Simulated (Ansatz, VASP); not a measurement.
## WS2 in VASP and in Ansatz

```xyz
3
Lattice="1.5684 0.9055 6.1220 -1.5684 0.9055 6.1220 0.0000 -1.8110 6.1220" Properties=species:S:1:pos:R:3 pbc="T T T"
W     0.0000    0.0000    0.0000
S     0.0000    0.0000   10.6706
S     0.0000    0.0000   13.7799
```

Alike in both runs: task single point; functional LDA; k mesh 10 × 10 × 10; occupations fermi-dirac, width 0.05 eV; no spin polarisation.

```csv
,VASP,Ansatz
version,VASP 6.6.1,Ansatz 0.2.0
potentials or method,"VASP PAW LDA potentials, release 64 (W_sv, S)",Ansatz PAW
plane-wave cutoff (eV),520,420
valence electrons in the cell,26,26
```

Ansatz gave:

* gap on the k mesh at the Fermi level (eV): 0.96
* least direct gap on the mesh (eV): 2.28
* pressure (GPa): -0.2
* traceless stress, the component that is largest in VASP (GPa): 0.53
* rms of the force components (eV/Å): 0.254

Q: Which values does VASP return?

A: gap on the k mesh at the Fermi level (eV): 0.97; least direct gap on the mesh (eV): 2.29; pressure (GPa): 0.2; traceless stress, the component that is largest in VASP (GPa): 0.53; rms of the force components (eV/Å): 0.260.

LDA's correlation is that of Perdew and Zunger in VASP and of Perdew and Wang (1992) in Ansatz. Atom by atom the forces differ by 0.023 eV/Å (rms over components).

Spin-orbit coupling is off throughout.
